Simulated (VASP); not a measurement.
# V (Im-3m) in VASP: single point with PBE+D3(BJ)

Aim: the single point of V with PBE+D3(BJ).

Program: VASP 6.6.1. These are calculated values, not measurements. Logs are shortened: lines on timing, memory, paths and dates and some standing lists are left out, and cuts for length are marked.

## (1) The cell of the first run

The structure is cubic, space group Im-3m (No. 229). Conventional cell: a = 3.029 Å, b = 3.029 Å, c = 3.029 Å, α = 90.00°, β = 90.00°, γ = 90.00°. Within 3.5 Å of V (site symmetry m-3m) lie 14 V at 2.62 to 3.03 Å.

## (2) Single point, PBE+D3(BJ), collinear spin, ferromagnetic start

File INCAR:

```
SYSTEM = V
PREC = Accurate
ENCUT = 500
EDIFF = 1E-6
ISMEAR = -1
SIGMA = 0.02
LREAL = .FALSE.
LASPH = .TRUE.
NELM = 200
ALGO = Normal
ISIF = 2
LWAVE = .FALSE.
LCHARG = .FALSE.
ISPIN = 2
MAGMOM = 1.2 1.2
LORBIT = 11
LMAXMIX = 4
GGA = PE
IVDW = 12
NBANDS = 24
GGA_COMPAT = .FALSE.
```

File KPOINTS:

```
regular mesh
0
G
  13 13 13
  0 0 0
```

File POSCAR:

```
V
1.0
   -3.0287000000      3.0287000000      3.0287000000
    1.5143500000     -1.5143500000      1.5143500000
    1.5143500000      1.5143500000     -1.5143500000
V
2
Direct
    0.0000000000      0.0000000000      0.0000000000
    0.5000000000      0.0000000000      0.0000000000
```

Potentials or basis: VASP PAW PBE potentials, release 64 (V_sv).

Started as:

```sh
$ cat potpaw_PBE.64/V_sv/POTCAR > POTCAR
$ mpirun -np 1 vasp_std > vasp.out
```

OUTCAR:

```text
SYSTEM = V
   PREC = Accurate
   ENCUT = 500
   EDIFF = 1E-6
   ISMEAR = -1
   LREAL = .FALSE.
   LASPH = .TRUE.
   NELM = 200
   ISIF = 2
   ISPIN = 2
   LORBIT = 11
   GGA = PE
   IVDW = 12
 IVDW          = 12

 ion  position               nearest neighbor table
   1  0.000  0.000  0.000-   2 2.62   2 2.62   2 2.62   2 2.62
   2  0.500  0.000  0.000-   1 2.62   1 2.62   1 2.62   1 2.62

  LATTYP: Found a base centered orthorhombic cell.
 ALAT       =     3.0287000000
 B/A-ratio  =     1.4142135624
 C/A-ratio  =     1.4142135624

  Lattice vectors:

 A1 = (   1.5143500000,  -1.5143500000,   1.5143500000)
 A2 = (   1.5143500000,   1.5143500000,  -1.5143500000)
 A3 = (   0.0000000000,   3.0287000000,   3.0287000000)

Analysis of symmetry for initial positions (statically):
=====================================================================
 Subroutine PRICEL returns following result:

  LATTYP: Found a body centered cubic cell.
 ALAT       =     3.0287000000
[... 12 lines left out ...]
 Subroutine GETGRP returns: Found  8 space group operations
 (whereof  8 operations were pure point group operations)
 out of a pool of  8 trial point group operations.

The static configuration has the point symmetry D_2h.

Analysis of symmetry for dynamics (positions and initial velocities):
=====================================================================
 Subroutine PRICEL returns following result:

  LATTYP: Found a body centered cubic cell.
 ALAT       =     3.0287000000
[... 12 lines left out ...]
 Subroutine GETGRP returns: Found  8 space group operations
 (whereof  8 operations were pure point group operations)
 out of a pool of  8 trial point group operations.

The dynamic configuration has the point symmetry D_2h.

Analysis of structural, dynamic, and magnetic symmetry:
=====================================================================
 Subroutine PRICEL returns following result:

  LATTYP: Found a body centered cubic cell.
 ALAT       =     3.0287000000
[... 12 lines left out ...]
 Subroutine GETGRP returns: Found  8 space group operations
 (whereof  8 operations were pure point group operations)
 out of a pool of  8 trial point group operations.

The overall configuration has the point symmetry D_2h.

 Subroutine INISYM returns: Found  8 space group operations
 (whereof  8 operations are pure point group operations),
 and found     2 'primitive' translations

[... 111 lines left out ...]
     AMIX     =   0.40;   BMIX     =  1.00
     AMIX_MAG =   1.60;   BMIX_MAG =  1.00
  volume/ion in A,a.u.               =      13.89        93.74
  Fermi-wavevector in a.u.,A,eV,Ry     =   1.601313  3.026044 34.888125  2.564205
  Thomas-Fermi vector in A             =   2.698311
   LORBIT       =     11    0 simple, 1 ext, 2 COOP (PROOUT), +10 PAW based schemes
   GGA     = PE    functional components
   LHFCALC =     F    Hartree Fock is set to
   AEXX    =    0.0000 exact exchange contribution
   IVDW    =    12    specifies the selected vdW correction
   LEPSILON=     F    determine dielectric tensor
   LRPA    =     F    only Hartree local field effects (RPA)
 spin polarized calculation
  energy-cutoff  :      500.00
  volume of cell :       27.78
 maximum number of plane-waves:       724
   NGX = 19   NGY =  9   NGZ =  9

 number of electron      25.9999993 magnetization       0.0007972

 Free energy of the ion-electron system (eV)
  ---------------------------------------------------
  ext. energy  EPLUGINS =         0.00000000
  ---------------------------------------------------
  free energy    TOTEN  =       -17.97120914 eV

  energy without entropy =      -17.96637501  energy(sigma->0) =      -17.96879207

 E-fermi :   9.3212     XC(G=0): -12.7394

 val. band max:        9.3173696038   @ k =   0.0000  -0.3077   0.3077
 cond. band min:       9.3239939431   @ k =  -0.3846   0.3846   0.3846
 fundamental gap:      0.0066243394
 Fermi energy:         9.3212007065

 spin component 1

 k-point     1 :       0.0000    0.0000    0.0000
  band No.  band energies     occupation
      1     -54.4364      1.00000
      2     -54.2616      1.00000
      3     -28.6006      1.00000
      4     -28.0407      1.00000
      5     -27.7881      1.00000
      6     -27.7863      1.00000
[... 637 lines left out ...]
     23      24.4946      0.00000
     24      26.8685      0.00000

 [... further k-points ...]

 spin component 2

 k-point     1 :       0.0000    0.0000    0.0000
  band No.  band energies     occupation
      1     -54.4361      1.00000
      2     -54.2612      1.00000
      3     -28.6002      1.00000
      4     -28.0404      1.00000
      5     -27.7877      1.00000
      6     -27.7860      1.00000
[... 637 lines left out ...]
     23      24.4949      0.00000
     24      26.8686      0.00000

 [... further k-points ...]

------------------------ aborting loop because EDIFF is reached ----------------------------------------

 Edisp (eV)   -1.31526

 E8    (eV) :    -0.6146

  FORCE on cell =-STRESS in cart. coord.  units (eV):
  Direction    XX          YY          ZZ          XY          YZ          ZX
  --------------------------------------------------------------------------------------
  -------------------------------------------------------------------------------------
  Total      -2.27688    -2.29357    -2.29357    -0.00000    -0.03251     0.00000
  in kB    -131.30497  -132.26758  -132.26758    -0.00000    -1.87478     0.00000
  external pressure =     -131.95 kB  Pullay stress =        0.00 kB

 VOLUME and BASIS-vectors are now :
 -----------------------------------------------------------------------------
  energy-cutoff  :      500.00
  volume of cell :       27.78
      direct lattice vectors                 reciprocal lattice vectors
    -3.028700000  3.028700000  3.028700000     0.000000000  0.165087331  0.165087331
     1.514350000 -1.514350000  1.514350000     0.330174662  0.000000000  0.330174662
     1.514350000  1.514350000 -1.514350000     0.330174662  0.330174662  0.000000000

 POSITION                                       TOTAL-FORCE (eV/Angst)
 -----------------------------------------------------------------------------------
      0.00000      0.00000      0.00000         0.000000     -0.000000      0.000000
     -1.51435      1.51435      1.51435        -0.000000      0.000000     -0.000000
 -----------------------------------------------------------------------------------
    total drift:                               -0.000000     -0.000000      0.000000

  FREE ENERGIE OF THE ION-ELECTRON SYSTEM (eV)
  ---------------------------------------------------
  free  energy   TOTEN  =       -19.2864677569 eV

  energy  without entropy=      -19.2816336265  energy(sigma->0) =      -19.28405069

 total charge

# of ion       s       p       d       tot
------------------------------------------
    1        2.333   6.213   3.053  11.598
    2        2.333   6.213   3.053  11.598
--------------------------------------------------
tot          4.666  12.426   6.105  23.197

 magnetization (x)

# of ion       s       p       d       tot
------------------------------------------
    1        0.000   0.000   0.000   0.000
    2        0.000   0.000   0.000   0.000
--------------------------------------------------
tot          0.000   0.000   0.000   0.000
```

Wall time 3.6 min (1 thread of Intel Xeon Platinum 8488C (Sapphire Rapids), shared host); peak memory 0.39 GiB.

Results:

- Free energy: -19.2865 eV
- Pressure: -13.2 GPa
- Band gap on the k mesh: zero (filled and empty bands overlap)
- Net moment: 0.00 μB per cell
- Valence electrons inside the program's atomic spheres: V 11.60
- Dispersion energy per atom: -0.658 eV

Stress tensor (GPa, compression positive):
```
-13.13   0.00   0.00
  0.00 -13.23  -0.19
  0.00  -0.19 -13.23
```

Caveat: the cell stands under tension.
